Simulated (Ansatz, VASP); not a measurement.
## One calculation of SnO2, two programs

```
Sn O
1.0
     4.78800    0.00000    0.00000
     0.00000    4.86658    0.00000
     0.00000    0.00000    3.24090
Sn O
2 4
Direct
  0.50000 0.50000 0.50000
  0.00000 0.00000 0.00000
  0.30571 0.30921 0.00000
  0.80571 0.19079 0.50000
  0.19429 0.80921 0.50000
  0.69429 0.69079 0.00000
```

Alike in both runs: functional LDA; k mesh 6 × 6 × 8; occupations gaussian, width 0.02 eV; no spin polarisation.

Ansatz relaxed the structure, and its values are those at the end. VASP's run is a single point on that final structure, the one shown.

```csv
,VASP,Ansatz
version,VASP 6.6.1,Ansatz 0.2.0
potentials or method,"VASP PAW LDA potentials, release 64 (Sn_d, O), cutoff 600 eV","scalar-relativistic, plane waves, PAW"
valence electrons in the cell,52,52
```

Ansatz gave:

* gap on the k mesh at the Fermi level (eV): 0.54
* least direct gap on the mesh (eV): 0.54
* pressure (GPa): -10.7
* rms of the force components (eV/Å): 0.002

Task: Which values does VASP return?

Result: gap on the k mesh at the Fermi level (eV): 0.58; least direct gap on the mesh (eV): 0.58; pressure (GPa): -10.0; rms of the force components (eV/Å): 0.011.

LDA's correlation is that of Perdew and Zunger in VASP and of Perdew and Wang (1992) in Ansatz. Ansatz's warnings: stress scf threshold loose.
